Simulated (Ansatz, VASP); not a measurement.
# One calculation of EuS, two programs

The input INCAR:

```
SYSTEM = EuS
ALGO     = Normal         ! electronic algorithm
EDIFF    = 1E-6           ! SCF threshold, eV
ENCUT    = 600            ! plane-wave cutoff, eV
GGA      = PE             ! functional
GGA_COMPAT= .FALSE.      
ISIF     = 2              ! what is computed and relaxed
ISMEAR   = -1             ! smearing method
ISPIN    = 2              ! spin polarisation
LASPH    = .TRUE.         ! aspherical terms in the spheres
LCHARG   = .FALSE.        ! write CHGCAR
LDAU     = .TRUE.         ! DFT+U
LDAUJ    = 0 0          
LDAUL    = 3 -1           ! shell
LDAUPRINT= 1            
LDAUTYPE = 2            
LDAUU    = 1 0            ! U, eV
LMAXMIX  = 6              ! l up to which the mixer works
LORBIT   = 11             ! projections on sites
LREAL    = .FALSE.        ! projectors in reciprocal space
LWAVE    = .FALSE.        ! write WAVECAR
MAGMOM   = 4.9 0          ! initial moments
NBANDS   = 22             ! bands
NELM     = 200            ! most SCF steps
PREC     = Accurate       ! precision mode
SIGMA    = 0.1            ! smearing width, eV
```

The input KPOINTS:

```
k-points
0
G
  8 8 8
  0 0 0
```

POSCAR

```
EuS
1.0
    0.0000000000      2.9785000000      2.9785000000
    2.9785000000      0.0000000000      2.9785000000
    2.9785000000      2.9785000000      0.0000000000
Eu S
1 1
Direct
    0.0000000000      0.0000000000      0.0000000000
    0.5000000000      0.5000000000      0.5000000000
```

Input for Ansatz:

```yaml
crystal:
  lattice:
    - [0.0, 2.9785, 2.9785]
    - [2.9785, 0.0, 2.9785]
    - [2.9785, 2.9785, 0.0]
  atoms:
    - { symbol: Eu, position: [0.0, 0.0, 0.0] }
    - { symbol: S, position: [0.5, 0.5, 0.5] }
kpoints:
  mp_grid:
    grid: [8, 8, 8]
hamiltonian:
  xc: pbe
  hubbard:
    - { species: Eu, l: f, u_eff: 1.0 }
magnetization:
  spin_polarized: true
  per_species:
    Eu: 4.9
scf:
  occupations:
    method: fermi_dirac
    width: 0.1
output:
  eigenvalues: true
```

Alike in both runs: task single point; functional PBE; k mesh 8 × 8 × 8; occupations fermi-dirac, width 0.1 eV; collinear spin; Hubbard terms Eu f U = 1.0 eV.

```csv
,VASP,Ansatz
version,VASP 6.6.1,Ansatz 0.2.0
potentials or method,"VASP PAW PBE potentials, release 64 (Eu, S)","plane waves, PAW"
plane-wave cutoff (eV),600,420
valence electrons in the cell,23,23
```

```tsv
	VASP	Ansatz	Ansatz less VASP
gap on the k mesh at the Fermi level (eV)	none	none	-
net moment per atom (μB)	3.49	3.49	+0.005
size of the moment on the site where the two differ most (μB)	6.61	6.78	+0.174
```

Site moments also hang on the region over which each program counts them. The programs project onto different local orbitals, so the same U acts differently, and such runs can settle in different states. A gap of «none» marks a metal or a gap that the smearing closes. Ansatz's warnings: filled band counts differ across k points.

Neither program's run includes spin-orbit coupling.
